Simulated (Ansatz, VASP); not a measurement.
**Two plane-wave programs on Ge**

```
CELL_PARAMETERS angstrom
0.00000 2.68733 2.89949
2.68733 0.00000 2.89949
2.68733 2.68733 0.00000
ATOMIC_POSITIONS crystal
Ge 0.50000 0.50000 0.50000
Ge 0.75000 0.75000 0.75000
```

Change from the starting cell: strain -0.050 along x and y, +0.025 along z, atoms carried along.

Alike in both runs: task single point; functional PBEsol; k mesh 14 × 14 × 14; occupations gaussian, width 0.15 eV; no spin polarisation.

```csv
,VASP,Ansatz
version,VASP 6.6.1,Ansatz 0.2.0
potentials or method,"VASP PAW PBE potentials, release 64 (Ge_d), cutoff 520 eV","scalar-relativistic, plane waves, PAW"
valence electrons in the cell,28,28
```

Ansatz gave:

```
gap on the k mesh at the Fermi level (eV)                     : none
pressure (GPa)                                                : 7.2
traceless stress, the component that is largest in VASP (GPa) : -4.29
```

**Question.** What did VASP give for the same quantities?

**Answer.** gap on the k mesh at the Fermi level (eV): none; pressure (GPa): 7.0; traceless stress, the component that is largest in VASP (GPa): -4.31.

VASP's potentials were made for PBE, not for PBEsol. A gap of «none» marks a metal or a gap that the smearing closes. With one functional, cell and mesh, what is left measures potentials, basis and numerics.
